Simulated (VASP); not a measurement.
Be, 1 atom in the cell. The structure is tetragonal, space group I4/mmm (No. 139). The conventional cell has a = 2.581 Å, b = 2.581 Å, c = 2.506 Å, α = 90.00°, β = 90.00°, γ = 90.00°. Be (site symmetry 4/mmm) has 14 Be at 2.21 to 2.58 Å within 2.9 Å.  This cell differs from its parent crystal: equal xx and yy strain of +3 %.

```yaml
Program: VASP 6.6.1
Task: electric field gradients
Functional: PBE
Potentials_or_basis: VASP PAW PBE potentials, release 64 (Be)
Cutoff: 520 eV
k_mesh: 23 × 23 × 23
Occupations: fermi-dirac, width 0.03 eV
Spin: no spin polarisation
Dipole_correction: no
Further_INCAR_settings: ALGO = Normal; EDIFF = 1e-08; NBANDS = 7
```

Potentials or basis: VASP PAW PBE potentials, release 64 (Be).

Command:

```console
$ cat potpaw_PBE.64/Be/POTCAR > POTCAR
$ mpirun -np 1 vasp_std > vasp.out
```

Hardware: 1 thread of Intel Xeon 6975P-C, on a shared host.

Task: Estimate the wall time of this run.

Result: Run time: 17 s on 1 thread of Intel Xeon 6975P-C, on a shared host, peak memory 0.15 GiB. Counts: scf iterations 12, k points 936.
